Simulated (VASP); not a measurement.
The system is Ge2Sb2Se.

```
Ge Sb Se
1.0
     4.41719    0.00000    0.00000
    -2.20859    3.82540    0.00000
     0.00000    0.00000    7.95820
Ge Sb Se
2 2 1
Direct
  0.00000 0.00000 0.27953
  0.00000 0.00000 0.72047
  0.33333 0.66667 0.19662
  0.66667 0.33333 0.80338
  0.00000 0.00000 0.50000
```

* Program: VASP 6.6.1
* Task: relaxation of cell and atoms
* Functional: PBE
* Potentials or basis: VASP PAW PBE potentials, release 64 (Ge_d, Sb, Se)
* Cutoff: 600 eV
* k mesh: 6 × 6 × 2
* Occupations: gaussian, width 0.1 eV
* Spin: no spin polarisation

At the start: pressure 41.6 GPa; volume 26.89 Å³/atom.

**Question.** Where does the relaxation end?

**Answer.** Over 42 steps the energy falls by 2359.6 meV/atom and the volume is 30.48 Å³/atom (+13.3 %); space group P-3m1 (No. 164, to 0.05 Å).

The path:
| step | energy change (eV) | largest force (eV/Å) | pressure (GPa) | volume (Å³) |
| --- | --- | --- | --- | --- |
| 1 | 0.0000 | 23.4640 | 41.64 | 134.47 |
| 3 | -6.6943 | 0.1014 | -3.92 | 268.58 |
| 5 | -7.5037 | 0.3161 | -1.64 | 233.39 |
| 7 | -9.8397 | 0.7394 | 3.05 | 157.80 |
| 9 | -9.9497 | 0.6593 | 4.72 | 152.41 |
| 11 | -10.4362 | 0.5617 | -0.52 | 170.12 |
| 13 | -10.4406 | 0.5552 | -0.98 | 172.38 |
| 15 | -10.5166 | 0.8035 | 0.30 | 166.82 |
| 17 | -10.7058 | 1.0886 | 0.84 | 162.72 |
| 19 | -10.7997 | 1.0764 | 6.40 | 144.62 |
| 21 | -11.0649 | 0.7337 | 2.81 | 152.60 |
| 23 | -11.3043 | 0.2517 | 1.89 | 152.81 |
| 25 | -11.3485 | 0.4627 | 1.44 | 154.10 |
| 27 | -11.4111 | 0.8891 | -1.82 | 165.35 |
| 29 | -11.4644 | 0.7172 | -0.89 | 161.22 |
| 31 | -11.6770 | 0.2402 | 0.43 | 156.32 |
| 33 | -11.7291 | 0.2875 | 0.86 | 153.19 |
| 35 | -11.7547 | 0.5960 | 0.93 | 151.69 |
| 37 | -11.7742 | 0.5067 | -0.01 | 152.54 |
| 39 | -11.7973 | 0.0685 | 0.01 | 152.16 |
| 41 | -11.7975 | 0.0572 | 0.00 | 152.21 |
| 42 | -11.7979 | 0.0354 | 0.02 | 152.38 |

Final structure:
```
CELL_PARAMETERS angstrom
4.30671 0.00000 0.00000
-2.15335 3.72972 0.00000
0.00000 0.00000 9.48661
ATOMIC_POSITIONS crystal
Ge 0.00000 0.00000 0.24719
Ge 0.00000 0.00000 0.75281
Sb 0.33333 0.66667 0.12075
Sb 0.66667 0.33333 0.87925
Se 0.00000 0.00000 0.50000
```

Caveat: the k points lie up to 0.33 Å⁻¹ apart in the final cell; this functional lacks dispersion, which binds the layers, so the pressure and a relaxed spacing across them are unreliable.
